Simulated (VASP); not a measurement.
# Pt: single point with PBEsol

Crystal: Pt.

```
Pt
1.0
     0.00000    1.95904    1.95904
     1.95904    0.00000    1.95904
     1.95904    1.95904    0.00000
Pt
1
Cartesian
  0.0000 0.0000 0.0000
```

```yaml
Program: VASP 6.6.1
Task: single point
Functional: PBEsol
Potentials_or_basis: VASP PAW PBE potentials, release 64 (Pt)
Cutoff: 520 eV
k_mesh: 18 × 18 × 18
Occupations: gaussian, width 0.1 eV
Spin: no spin polarisation
Dipole_correction: no
Further_INCAR_settings: ALGO = Normal; EDIFF = 1e-07; NBANDS = 11
```

| Quantity | Value |
| --- | --- |
| Pressure | -0.4 GPa |
| Band gap on the k mesh | zero (bands 5 and 6 overlap by 2.24 eV) |

Levels at points of the mesh, in eV from the Fermi level:
```tsv
k point	band 1	band 2	band 3	band 4	band 5	band 6	band 7	band 8	band 9	band 10
(0.00, 0.00, 0.00)	-10.33	-3.83	-3.83	-3.83	-1.64	-1.64	14.61	19.59	19.59	19.59
(0.50, 0.00, 0.00)	-7.40	-3.89	-3.89	-0.56	0.04	0.04	5.82	14.17	18.96	18.96
(0.50, 0.50, 0.00)	-7.14	-6.68	0.02	0.49	0.49	1.70	8.86	11.34	11.34	20.13
```

Wall time 44 s on 1 thread of Intel Xeon 8259CL, on a shared host, peak memory 0.16 GiB.

Caveat: the PAW data sets were made with another functional, which shifts forces and pressure a little; spin-orbit coupling is left out, which moves the levels of the heavy elements.
